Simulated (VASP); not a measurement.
A run of VASP 6.6.1 is set up as follows.

INCAR

```
  ALGO = Normal
  EDIFF = 1E-6
  EDIFFG = -0.01
  ENCUT = 600
  GGA = PE
  IBRION = 2
  ISIF = 3
  ISMEAR = -1
  LASPH = T
  LCHARG = F
  LREAL = F
  LWAVE = F
  NELM = 80
  NSW = 60
  PREC = Accurate
  PSTRESS = 50.0
  SIGMA = 0.05
```

Contents of KPOINTS:

```
k-points
0
Gamma
  7 7 7
```

POSCAR

```
SnTe
1.0
    0.0000000000      3.1508500000      3.1508500000
    3.1508500000      0.0000000000      3.1508500000
    3.1508500000      3.1508500000      0.0000000000
Te Sn
1 1
Direct
    0.5000000000      0.5000000000      0.5000000000
    0.0000000000      0.0000000000      0.0000000000
```

Potentials or basis: VASP PAW PBE potentials, release 64 (Te, Sn_d).

Launch:

```sh
$ cat potpaw_PBE.64/Te/POTCAR potpaw_PBE.64/Sn_d/POTCAR > POTCAR
$ mpirun -np 1 vasp_std > vasp.out
```

Estimate the space group after relaxing (to 0.05 Å).

Fm-3m (No. 225).

Predict the relaxed cell.

a = 4.383 Å, b = 4.383 Å, c = 4.383 Å, α = 60.00°, β = 60.00°, γ = 60.00°.

Final structure:
```xyz
2
Lattice="0.0000 3.0991 3.0991 3.0991 0.0000 3.0991 3.0991 3.0991 0.0000" Properties=species:S:1:pos:R:3 pbc="T T T"
Te    3.0991    3.0991    3.0991
Sn    0.0000    0.0000    0.0000
```
